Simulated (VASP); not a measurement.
Runs of VASP 6.6.1 on HfO2. The structure is cubic, space group Fm-3m (No. 225). Conventional cell: a = 5.115 Å, b = 5.115 Å, c = 5.115 Å, α = 90.00°, β = 90.00°, γ = 90.00°. Hf (site symmetry m-3m) has 8 O at 2.21 Å within 2.9 Å. Within 2.9 Å of O (site symmetry -43m) lie 4 Hf at 2.21 Å and 6 O at 2.56 Å. 

| task | level | k mesh | cutoff (eV) | smearing | grid for exact exchange (PRECFOCK) | share of exact exchange | screening parameter | gap on the mesh (eV) | pressure (GPa) |
| --- | --- | --- | --- | --- | --- | --- | --- | --- | --- |
| single point | HSE06 | 5 × 5 × 5 | 520 | fermi-dirac 0.05 eV | Normal | 0.25 | 0.2079 1/Å | 5.60 | -13.2 |
| single point | B3LYP | 5 × 5 × 5 | 520 | fermi-dirac 0.05 eV | Normal | 0.2 | - | (a) | -6.3 |
| dielectric tensor | PBE | 9 × 9 × 9 | 520 | gaussian 0.01 eV | - | - | - | 3.84 | - |
| single point | r2SCANh+D4 | 6 × 6 × 6 | 580 | gaussian 0.01 eV | Normal | 0.1 | - | 5.06 | (b) |
| single point | PBE-based screened hybrid with 35 % exact exchange | 5 × 5 × 5 | 520 | fermi-dirac 0.05 eV | Normal | 0.35 | 0.20787 1/Å | 6.27 | -16.0 |
| single point | PBE-based screened hybrid with 50 % exact exchange | 5 × 5 × 5 | 520 | fermi-dirac 0.05 eV | Normal | 0.5 | 0.20787 1/Å | 7.31 | -20.0 |

Alike in all rows: potentials or basis VASP PAW PBE potentials, release 64 (Hf_pv, O); no spin polarisation; cell as given.

Problem. Fill in the values left out.

Solution. (a) 5.90; (b) -15.4.

Caveats: some runs use coarse meshes; spin-orbit coupling is left out, which moves the levels of the heavy elements; the PAW data sets were made with another functional, which shifts forces and pressure a little (at least some runs); an odd mesh through Γ misses points on the zone boundary, where band edges can lie (at least some runs); the cell stands under tension (at least some runs).

A k mesh can miss the band edges, and the runs leave out spin-orbit coupling on Hf.
